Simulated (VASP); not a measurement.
The system is TaN.

```
CELL_PARAMETERS angstrom
5.14474 0.00000 0.00000
-2.57237 4.45548 0.00000
0.00000 0.00000 2.87866
ATOMIC_POSITIONS crystal
Ta 0.00000 0.00000 0.00000
Ta 0.66667 0.33333 0.50000
Ta 0.33333 0.66667 0.50000
N 0.00000 0.39416 0.00000
N 0.60584 0.60584 0.00000
N 0.39416 0.00000 0.00000
```

Base run:

| Quantity | Value |
| --- | --- |
| Program | VASP 6.6.1 |
| Functional | PBEsol |
| Dispersion | D3(BJ) |
| Potentials or basis | VASP PAW PBE potentials, release 64 (Ta_sv_GW, N) |
| Cutoff | 600 eV |
| k mesh | 6 × 6 × 9 |
| Occupations | fermi-dirac, width 0.05 eV |
| Spin | no spin polarisation |

Its results: band gap on the k mesh zero (band 27 reaches 14.45 eV, above the bottom of band 28 at 11.25 eV); pressure 0.1 GPa; largest force 0.005 eV/Å.

The run is repeated on the same cell with these changes: potentials or basis from VASP PAW PBE potentials, release 64 (Ta_sv_GW, N) to VASP PAW PBE potentials, release 64 (Ta_pv, N); cutoff from 600 eV to 520 eV; further incar settings from ALGO = Normal; EDIFF = 1e-06; NBANDS = 36 to ALGO = Normal; EDIFF = 1e-06; NBANDS = 33; valence electrons from 54 to 48. What comes out?

Band gap on the k mesh zero (band 24 reaches 10.35 eV, above the bottom of band 25 at 7.14 eV); pressure 1.0 GPa; largest force 0.010 eV/Å.

Caveats: the PAW data sets were made with another functional, which shifts forces and pressure a little; spin-orbit coupling is left out, which moves the levels of the heavy elements; pairwise dispersion overbinds metals, which lowers pressure and volume.
